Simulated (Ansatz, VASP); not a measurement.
**One calculation of TaC, two programs**

INCAR

```
PREC = Accurate ; ENCUT = 600
EDIFF = 1E-6 ; ISMEAR = -1
SIGMA = 0.01 ; LREAL = False
LASPH = True ; NELM = 120
ALGO = Normal ; ISIF = 2
LWAVE = False ; LCHARG = False
GGA = PS ; NBANDS = 14
GGA_COMPAT = False
```

The input KPOINTS:

```
regular mesh
0
Gamma
  7 7 7
```

File POSCAR:

```
TaC
1.0
    0.0000000000      2.2230000000      2.2230000000
    2.2230000000      0.0000000000      2.2230000000
    2.2230000000      2.2230000000      0.0000000000
Ta C
1 1
Direct
    0.0000000000      0.0000000000      0.0000000000
    0.5000000000      0.5000000000      0.5000000000
```

Input for Ansatz:

```yaml
crystal:
  lattice:
    bravais: fcc
    a: 4.446
  space_group: 225
  atoms:
    - { symbol: Ta, position: [0.0, 0.0, 0.0] }
    - { symbol: C, position: [0.5, 0.0, 0.0] }
  reduce_to_primitive: true
kpoints:
  mp_grid:
    grid: [7, 7, 7]
    shift: [0.0, 0.0, 0.0]
hamiltonian:
  xc: pbesol
  pseudopotentials:
    kind: paw
scf:
  convergence:
    dr2_threshold: 1.0e-06
  occupations:
    method: fermi_dirac
    width: 0.01
output:
  forces: true
  stress: true
  eigenvalues: true
```

Alike in both runs: task single point; functional PBEsol; k mesh 7 × 7 × 7; occupations fermi-dirac, width 0.01 eV; no spin polarisation.

|  | VASP | Ansatz |
| --- | --- | --- |
| version | VASP 6.6.1 | Ansatz 0.2.0 |
| potentials or method | VASP PAW PBE potentials, release 64 (Ta_pv, C) | plane waves, PAW |
| plane-wave cutoff (eV) | 600 | 420 |
| valence electrons in the cell | 15 | 17 |

```csv
,VASP,Ansatz,Ansatz less VASP
gap on the k mesh at the Fermi level (eV),none,none,-
pressure (GPa),-0.8,-1.5,-0.74
```

VASP's potentials were made for PBE, not for PBEsol. A gap of «none» marks a metal or a gap that the smearing closes. VASP's potentials hold 15 valence electrons a cell and Ansatz's 17, so a difference there can come from the potentials and not from the codes. Ansatz's warnings: force scf threshold loose, stress scf threshold loose.

Spin-orbit coupling is off throughout.
